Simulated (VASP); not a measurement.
# H in VASP: notebook

The runs below take H through single point, with PBE.

Program: VASP 6.6.1. These are calculated values, not measurements. Logs are shortened: lines on timing, memory, paths and dates and some standing lists are left out, and cuts for length are marked.

**1. The cell of the first run**

It takes space group Aem2 (No. 39, orthorhombic). Conventional cell: a = 4.254 Å, b = 5.287 Å, c = 5.226 Å, α = 90.00°, β = 90.00°, γ = 90.00°. Within 1.2 Å of H (site symmetry m) lie 1 H at 0.85 Å. Within 1.2 Å of H (site symmetry m) lie 1 H at 0.85 Å.

**2. Single point, PBE (strained and its atoms moved)**

Input file INCAR:

```
PREC = Accurate ; ENCUT = 500
EDIFF = 1E-6 ; ISMEAR = 0
SIGMA = 0.02 ; LREAL = F
LASPH = T ; NELM = 120
ALGO = Normal ; ISIF = 2
LWAVE = F ; LCHARG = F
GGA = PE ; NBANDS = 10
GGA_COMPAT = F
```

Input file KPOINTS:

```
regular mesh
0
Gamma
  6 6 6
```

Input file POSCAR:

```
H
1.0
    2.6433411339     -2.6131347726      0.0000000000
    2.6433411339      2.6131347726      0.0000000000
    0.0000000000      0.0000000000      4.2541855223
H
4
Direct
    0.9448703041      0.0551296959      0.0644298909
    0.4448703041      0.5551296959      0.4355701091
    0.5551296959      0.4448703041      0.5821085283
    0.0551296959      0.9448703041      0.9178914717
```

Potentials or basis: VASP PAW PBE potentials, release 64 (H).

Launch:

```
> cat potpaw_PBE.64/H/POTCAR > POTCAR
> mpirun -np 1 vasp_std > vasp.out
```

OUTCAR:

```text
PREC = Accurate
   ENCUT = 500
   EDIFF = 1E-6
   ISMEAR = 0
   LREAL = F
   LASPH = T
   NELM = 120
   ISIF = 2
   GGA = PE

 ion  position               nearest neighbor table
   1  0.945  0.055  0.064-   4 0.85
   2  0.445  0.555  0.436-   3 0.85
   3  0.555  0.445  0.582-   2 0.85
   4  0.055  0.945  0.918-   1 0.85

  LATTYP: Found a base centered orthorhombic cell.
 ALAT       =     5.2262695452
 B/A-ratio  =     1.0115594349
 C/A-ratio  =     0.8140004042

  Lattice vectors:

 A1 = (  -2.6433411339,  -2.6131347726,   0.0000000000)
 A2 = (   2.6433411339,  -2.6131347726,   0.0000000000)
 A3 = (   0.0000000000,   0.0000000000,   4.2541855223)

Analysis of symmetry for initial positions (statically):
=====================================================================
 Subroutine PRICEL returns:
 Original cell was already a primitive cell.

 Routine SETGRP: Setting up the symmetry group for a
 base centered orthorhombic supercell.

 Subroutine GETGRP returns: Found  4 space group operations
 (whereof  2 operations were pure point group operations)
 out of a pool of  8 trial point group operations.

The static configuration has the point symmetry C_1h.
 The point group associated with its full space group is C_2v.

Analysis of symmetry for dynamics (positions and initial velocities):
=====================================================================
 Subroutine PRICEL returns:
 Original cell was already a primitive cell.

 Routine SETGRP: Setting up the symmetry group for a
 base centered orthorhombic supercell.

 Subroutine GETGRP returns: Found  4 space group operations
 (whereof  2 operations were pure point group operations)
 out of a pool of  8 trial point group operations.

The dynamic configuration has the point symmetry C_1h.
 The point group associated with its full space group is C_2v.

 Subroutine INISYM returns: Found  4 space group operations
 (whereof  2 operations are pure point group operations),
 and found     1 'primitive' translations

----------------------------------------------------------------------------------------

                                     Primitive cell

  volume of cell :      58.7708

  direct lattice vectors                    reciprocal lattice vectors
     2.643341134 -2.613134773  0.000000000     0.189154549 -0.191341069  0.000000000
     2.643341134  2.613134773  0.000000000     0.189154549  0.191341069  0.000000000
     0.000000000  0.000000000  4.254185522     0.000000000  0.000000000  0.235062621
[... 92 lines left out ...]
   IBRION =     -1    ionic relax: 0-MD 1-quasi-New 2-CG
   NFREE  =      0    steps in history (QN), initial steepest desc. (CG)
   ISIF   =      2    stress and relaxation
   ISYM   =      2    0-nonsym 1-usesym 2-fastsym
   POTIM  = 0.5000    time-step for ionic-motion
   TEBEG  =    0.0;   TEEND  =   0.0 temperature during run
   PSTRESS=    0.0 pullay stress
   NELECT =       4.0000    total number of electrons
   NUPDOWN=      -1.0000    fix difference up-down
   EMIN   =  10.00;   EMAX   =-10.00  energy-range for DOS
   EFERMI =   0.00;   METHOD = LEGACY
   ISMEAR =     0;   SIGMA  =   0.02  broadening in eV -4-tet -1-fermi 0-gaus
   EFERMI_NEDOS =   21; number of points for ismear=-14 and -15
   IALGO  =     38    algorithm
   IMIX   =      4    mixing-type and parameters
     AMIX     =   0.40;   BMIX     =  1.00
     AMIX_MAG =   1.60;   BMIX_MAG =  1.00
  volume/ion in A,a.u.               =      14.69        99.15
  Fermi-wavevector in a.u.,A,eV,Ry     =   0.668407  1.263106  6.078647  0.446768
  Thomas-Fermi vector in A             =   1.743309
   LORBIT       =      0    0 simple, 1 ext, 2 COOP (PROOUT), +10 PAW based schemes
   GGA     = PE    functional components
   LHFCALC =     F    Hartree Fock is set to
   AEXX    =    0.0000 exact exchange contribution
   IVDW    =     0    specifies the selected vdW correction
   LEPSILON=     F    determine dielectric tensor
   LRPA    =     F    only Hartree local field effects (RPA)
 non-spin polarized calculation
 Gauss-broadening in eV      SIGMA  =   0.02
  energy-cutoff  :      500.00
  volume of cell :       58.77
 maximum number of plane-waves:      1524
   NGX = 13   NGY = 13   NGZ = 15

 number of electron       3.9999997 magnetization

 Free energy of the ion-electron system (eV)
  ---------------------------------------------------
  ext. energy  EPLUGINS =         0.00000000
  ---------------------------------------------------
  free energy    TOTEN  =       -13.30719660 eV

  energy without entropy =      -13.30719660  energy(sigma->0) =      -13.30719660

 E-fermi :  -7.9624     XC(G=0):  -4.9250

 val. band max:       -8.0589537712   @ k =   0.0000   0.0000   0.0000
 cond. band min:       0.2754260473   @ k =   0.5000  -0.0000   0.5000
 fundamental gap:      8.3343798185
 Fermi energy:        -7.9624266606

 k-point     1 :       0.0000    0.0000    0.0000
  band No.  band energies     occupation
      1      -9.9292      2.00000
      2      -8.0590      2.00000
      3       2.0398      0.00000
      4       3.5600      0.00000
      5       4.2489      0.00000
      6       6.4700      0.00000
      7       6.5658      0.00000
      8       8.1036      0.00000
      9       9.9128      0.00000
     10      10.0819      0.00000
[... 287 lines left out ...]
 k-point    24 :       0.5000    0.3333    0.1667
  band No.  band energies     occupation
      1      -8.6811      2.00000
      2      -8.5505      2.00000
      3       0.7476      0.00000
      4       2.1214      0.00000
      5       3.3045      0.00000
      6       5.1007      0.00000
      7       6.6805      0.00000
      8       8.4424      0.00000
      9       8.7963      0.00000
     10       9.1014      0.00000

 [... further k-points ...]
[... 5 lines left out ...]
  --------------------------------------------------------------------------------------
  -------------------------------------------------------------------------------------
  Total       -0.0230584     -2.0075009     -2.3052154      0.0000000      0.0000000      0.0000000
  in kB       -0.6286057    -54.7274102    -62.8435418      0.0000000      0.0000000      0.0000000
  external PRESSURE =     -39.3998525 kB  Pullay stress =       0.0000000 kB

 VOLUME and BASIS-vectors are now :
 -----------------------------------------------------------------------------
  energy-cutoff  :      500.00
  volume of cell :       58.77
      direct lattice vectors                 reciprocal lattice vectors
     2.643341134 -2.613134773  0.000000000     0.189154549 -0.191341069  0.000000000
     2.643341134  2.613134773  0.000000000     0.189154549  0.191341069  0.000000000
     0.000000000  0.000000000  4.254185522     0.000000000  0.000000000  0.235062621

 POSITION                                       TOTAL-FORCE (eV/Angst)
 -----------------------------------------------------------------------------------
      2.64334     -2.32501      0.27410         0.000000     -1.694566     -1.827910
      2.64334      0.28812      1.85300         0.000000     -1.694566      1.827910
      2.64334     -0.28812      2.47640         0.000000      1.694566     -1.835006
      2.64334      2.32501      3.90488         0.000000      1.694566      1.835006
 -----------------------------------------------------------------------------------
    total drift:                               -0.000000     -0.000003     -0.000000

  FREE ENERGIE OF THE ION-ELECTRON SYSTEM (eV)
  ---------------------------------------------------
  free  energy   TOTEN  =       -13.3071966008 eV

  energy  without entropy=      -13.3071966008  energy(sigma->0) =      -13.30719660
```

stdout:

```text
POSCAR found type information on POSCAR H
 POSCAR found :  1 types and       4 ions
 scaLAPACK will be used
 LDA part: xc-table for (Slater+PW92), standard interpolation
 POSCAR, INCAR and KPOINTS ok, starting setup
 FFT: planning ... GRIDC
 FFT: planning ... GRID_SOFT
 FFT: planning ... GRID
 WAVECAR not read
 entering main loop
```

Run time: 10 s. Hardware: 1 thread of Intel Xeon 6975P-C (Granite Rapids), shared host; peak memory 0.15 GiB.

What came out:

```yaml
Free_energy: -13.3072 eV
Pressure: -3.9 GPa
Largest_force: 2.498 eV/Å
Band_gap_on_the_k_mesh: 8.33 eV, indirect (least direct gap 8.88 eV)
```

Forces on the atoms (eV/Å):
```
H    0.000 -1.695 -1.828
H    0.000 -1.695  1.828
H    0.000  1.695 -1.835
H    0.000  1.695  1.835
```

Caveat: the cell differs from its parent crystal (strained and its atoms moved); forces of over 1 eV/Å act on the atoms, so gaps and moduli don't describe the material at rest. A k mesh can miss the band edges.

**3. Single point, PBE (atoms moved at random and the cell strained at random)**

Input file INCAR:

```
PREC = Accurate
ENCUT = 520
EDIFF = 1E-6
ISMEAR = 0
SIGMA = 0.02
LREAL = False
LASPH = True
NELM = 60
ALGO = Normal
ISIF = 2
LWAVE = False
LCHARG = False
GGA = PE
NBANDS = 10
```

KPOINTS is that of step 2.

Input file POSCAR:

```
H
1.0
    2.5040114721     -2.4491074616      0.0418742629
    2.6066876648      2.5540467168      0.0088638670
    0.0400513801     -0.0266318897      3.9978898245
H
4
Direct
    0.9580038197      0.0359698368      0.0728065197
    0.4503959577      0.5504235641      0.4348929978
    0.5471314237      0.4553004594      0.5650780294
    0.0444688409      0.9583022861      0.9272224531
```

Potentials or basis: VASP PAW PBE potentials, release 64 (H).

Launch:

```
> cat potpaw_PBE.64/H/POTCAR > POTCAR
> mpirun -np 1 vasp_std > vasp.out
```

Run time: 15 s. Hardware: 1 thread of Intel Xeon 6975P-C (Granite Rapids), shared host; peak memory 0.17 GiB.

The run converged. Its results:

| Property | Result |
| --- | --- |
| Free energy | -13.5134 eV |
| Pressure | 2.3 GPa |
| Largest force | 1.690 eV/Å |
| Band gap on the k mesh | 9.28 eV, indirect (least direct gap 9.99 eV) |

Forces on the atoms (eV/Å):
```
H   -0.019  0.975  1.380
H    0.000  0.986 -1.076
H   -0.001 -0.987  1.076
H    0.020 -0.974 -1.380
```

Stress tensor (GPa, compression positive):
```
 0.03 -0.03 -0.06
-0.03  2.72  0.16
-0.06  0.16  4.30
```

Levels at points of the mesh, in eV from the valence-band top:
| k point | band 1 | band 2 | band 3 | band 4 | band 5 |
| --- | --- | --- | --- | --- | --- |
| (0.00, 0.00, 0.00) | -2.00 | 0.00 | 11.89 | 13.15 | 13.71 |
| (0.50, 0.00, 0.00) | -0.82 | -0.80 | 11.10 | 11.29 | 14.47 |
| (0.00, 0.50, 0.00) | -0.91 | -0.86 | 11.12 | 11.32 | 14.31 |
| (0.50, 0.50, 0.00) | -0.65 | -0.47 | 9.87 | 10.62 | 14.96 |
| (0.00, 0.00, 0.50) | -0.99 | -0.99 | 10.77 | 10.90 | 16.10 |
| (0.50, 0.00, 0.50) | -0.69 | -0.60 | 9.42 | 9.71 | 16.42 |
| (0.00, 0.50, 0.50) | -0.73 | -0.70 | 9.28 | 9.53 | 16.60 |
| (0.50, 0.50, 0.50) | -0.46 | -0.43 | 11.35 | 11.50 | 12.91 |

Caveat: the cell differs from its parent crystal (atoms moved at random and the cell strained at random); forces of over 1 eV/Å act on the atoms, so gaps and moduli don't describe the material at rest.

**4. Single point, PBE**

This run uses another cell than the first one, of 12.77 Å³/atom, 0.869 times its volume.

Input file INCAR:

```
SYSTEM = H
PREC     = Accurate       ! precision mode
ENCUT    = 520            ! plane-wave cutoff, eV
EDIFF    = 1E-6           ! SCF threshold, eV
ISMEAR   = 0              ! smearing method
SIGMA    = 0.02           ! smearing width, eV
LREAL    = .FALSE.        ! projectors in reciprocal space
LASPH    = .TRUE.         ! aspherical terms in the spheres
NELM     = 80             ! most SCF steps
ALGO     = Normal         ! electronic algorithm
ISIF     = 2              ! what is computed and relaxed
LWAVE    = .FALSE.        ! write WAVECAR
LCHARG   = .FALSE.        ! write CHGCAR
GGA      = PE             ! functional
NBANDS   = 10             ! bands
```

Input file KPOINTS:

```
Automatic mesh
0
G
  6 6 6
  0 0 0
```

POSCAR is that of step 3.

Launch:

```
> cat potpaw_PBE.64/H/POTCAR > POTCAR
> mpirun -np 1 vasp_std > vasp.out
```

It took 16 s on 1 thread of Intel Xeon 6975P-C (Granite Rapids), shared host; peak memory 0.17 GiB.

Results (log left out):

```
Free energy            : -13.5134 eV
Pressure               : 2.3 GPa
Largest force          : 1.690 eV/Å
Band gap on the k mesh : 9.28 eV, indirect (least direct gap 9.99 eV)
```

Forces on the atoms (eV/Å):
```
H   -0.019  0.975  1.380
H    0.000  0.986 -1.076
H   -0.001 -0.987  1.076
H    0.020 -0.974 -1.380
```

Stress tensor (GPa, compression positive):
```
 0.03 -0.03 -0.06
-0.03  2.72  0.16
-0.06  0.16  4.30
```

Levels at points of the mesh, in eV from the valence-band top:
| k point | band 1 | band 2 | band 3 | band 4 | band 5 | band 6 |
| --- | --- | --- | --- | --- | --- | --- |
| (0.00, 0.00, 0.00) | -2.00 | 0.00 | 11.89 | 13.15 | 13.71 | 15.78 |
| (0.50, 0.00, 0.00) | -0.82 | -0.80 | 11.10 | 11.29 | 14.47 | 14.72 |
| (0.00, 0.50, 0.00) | -0.91 | -0.86 | 11.12 | 11.32 | 14.31 | 14.60 |
| (0.50, 0.50, 0.00) | -0.65 | -0.47 | 9.87 | 10.62 | 14.96 | 16.04 |
| (0.00, 0.00, 0.50) | -0.99 | -0.99 | 10.77 | 10.90 | 16.10 | 16.52 |
| (0.50, 0.00, 0.50) | -0.69 | -0.60 | 9.42 | 9.71 | 16.42 | 16.48 |
| (0.00, 0.50, 0.50) | -0.73 | -0.70 | 9.28 | 9.53 | 16.60 | 16.64 |
| (0.50, 0.50, 0.50) | -0.46 | -0.43 | 11.35 | 11.50 | 12.91 | 12.92 |

Caveat: forces of over 1 eV/Å act on the atoms, so gaps and moduli don't describe the material at rest. Expect the measured gap to be larger: semilocal functionals such as PBE lack the derivative discontinuity.
